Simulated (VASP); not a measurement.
Crystal: FeO.

```xyz
2
Lattice="2.5772 0.0000 0.0000 0.0000 2.5772 0.0000 0.0000 0.0000 2.5772" Properties=species:S:1:pos:R:3 pbc="T T T"
Fe    0.0000    0.0000    0.0000
O     1.2886    1.2886    1.2886
```

Base run:

| Property | Result |
| --- | --- |
| Program | VASP 6.6.1 |
| Functional | PBE |
| Potentials or basis | VASP PAW PBE potentials, release 64 (Fe_sv, O) |
| Cutoff | 600 eV |
| k mesh | 10 × 10 × 10 |
| Occupations | fermi-dirac, width 0.05 eV |
| Spin | collinear spin, ferromagnetic start |
| Starting moments | [3.0, 0.0] μB |

Its results: band gap on the k mesh zero (filled and empty bands overlap); pressure 17.1 GPa; net moment 3.99 μB per cell; site moments Fe +3.40; O +0.38 μB.

**Question.** The run is repeated on the same cell with these changes: potentials or basis from VASP PAW PBE potentials, release 64 (Fe_sv, O) to VASP PAW PBE potentials, release 64 (Fe, O); cutoff from 600 eV to 520 eV; further incar settings from ALGO = Normal; EDIFF = 1e-06; NBANDS = 22 to ALGO = Normal; EDIFF = 1e-06; NBANDS = 18; valence electrons from 22 to 14. What comes out?

**Answer.** Band gap on the k mesh zero (filled and empty bands overlap); pressure 19.9 GPa; net moment 3.99 μB per cell; site moments Fe +3.51; O +0.38 μB.

Caveats: a cell with one magnetic atom can't hold antiferromagnetic order, which such compounds often take; semilocal functionals often make such compounds metallic where correlation or magnetic order opens a gap, which also shifts bond lengths.
